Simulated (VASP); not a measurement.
Runs of VASP 6.6.1 on AlNi3. The typed cell holds 4 atoms: a = 3.967 Å, b = 3.965 Å, c = 3.981 Å, α = 59.99°, β = 59.81°, γ = 59.86°. 

| k mesh | gap on the mesh (eV) | pressure (GPa) | largest force (eV/Å) |
| --- | --- | --- | --- |
| 1 × 1 × 1 | none | (a) | 2.16 |
| 6 × 6 × 6 | none | 8.1 | 3.69 |
| 4 × 4 × 4 | none | 7.9 | 3.65 |
| 10 × 10 × 10 | none | 8.0 | 3.63 |
| 2 × 2 × 2 | none | 8.1 | 3.06 |

Alike in all rows: task single point; level PBEsol; potentials or basis VASP PAW PBE potentials, release 64 (Al, Ni); no spin polarisation; cell as given; cutoff (eV) 520; smearing gaussian 0.1 eV.

Task: Estimate the missing entries.

Result: (a) 9.7.

Caveats: some runs use coarse meshes; the PAW data sets were made with another functional, which shifts forces and pressure a little; the cell stands under pressure (at least some runs).

A gap of «none» marks levels without a gap at the run's occupations.
